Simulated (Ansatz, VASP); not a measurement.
**Two plane-wave programs on Mo**

The input INCAR:

```
SYSTEM = Mo
PREC = Accurate ; ENCUT = 520
EDIFF = 1E-7 ; ISMEAR = 0
SIGMA = 0.15 ; LREAL = .FALSE.
LASPH = .TRUE. ; NELM = 80
ALGO = Fast ; ISIF = 2
LWAVE = .FALSE. ; LCHARG = .TRUE.
LELF = .TRUE. ; LVHAR = .TRUE.
NBANDS = 13
```

File KPOINTS:

```
regular mesh
0
G
  20 20 20
  0 0 0
```

Contents of POSCAR:

```
Mo
1.0
   -1.4856781267      1.7968149072      1.3845586730
    1.4856781267     -1.7968149072      1.3845586730
    1.4856781267      1.7968149072     -1.3845586730
Mo
1
Direct
    0.0000000000      0.0000000000      0.0000000000
```

Input for Ansatz:

```yaml
crystal:
  lattice:
    - [-1.4856781267, 1.7968149072, 1.384558673]
    - [1.4856781267, -1.7968149072, 1.384558673]
    - [1.4856781267, 1.7968149072, -1.384558673]
  atoms:
    - { symbol: Mo, position: [0.0, 0.0, 0.0] }
basis:
  ecutwfc: 420
kpoints:
  mp_grid: { grid: [20, 20, 20] }
hamiltonian:
  xc: lda
  pseudopotentials: { kind: paw, azcp: { folder: soft_1 } }
scf:
  occupations: { method: gaussian, width: 0.15 }
output:
  forces: true
  stress: true
  eigenvalues: true
```

Change from the starting cell: strain +e along x and -e along y -0.1000, strain +e along z and -e/2 along x and y -0.1100.

Alike in both runs: task single point; functional LDA; k mesh 20 × 20 × 20; occupations gaussian, width 0.15 eV; no spin polarisation.

|  | VASP | Ansatz |
| --- | --- | --- |
| version | VASP 6.6.1 | Ansatz 0.2.0 |
| potentials or method | VASP PAW LDA potentials, release 64 (Mo_sv), cutoff 520 eV | scalar-relativistic, plane waves, PAW |
| valence electrons in the cell | 14 | 14 |

```tsv
	VASP	Ansatz	Ansatz less VASP
gap on the k mesh at the Fermi level (eV)	none	none	-
pressure (GPa)	10.5	9.3	-1.20
traceless stress, the component that is largest in VASP (GPa)	-14.40	-14.44	-0.040
```

Ansatz warns that its potentials were made for another functional, while VASP's fit it. LDA's correlation is that of Perdew and Zunger in VASP and of Perdew and Wang (1992) in Ansatz. A gap of «none» marks a metal or a gap that the smearing closes.
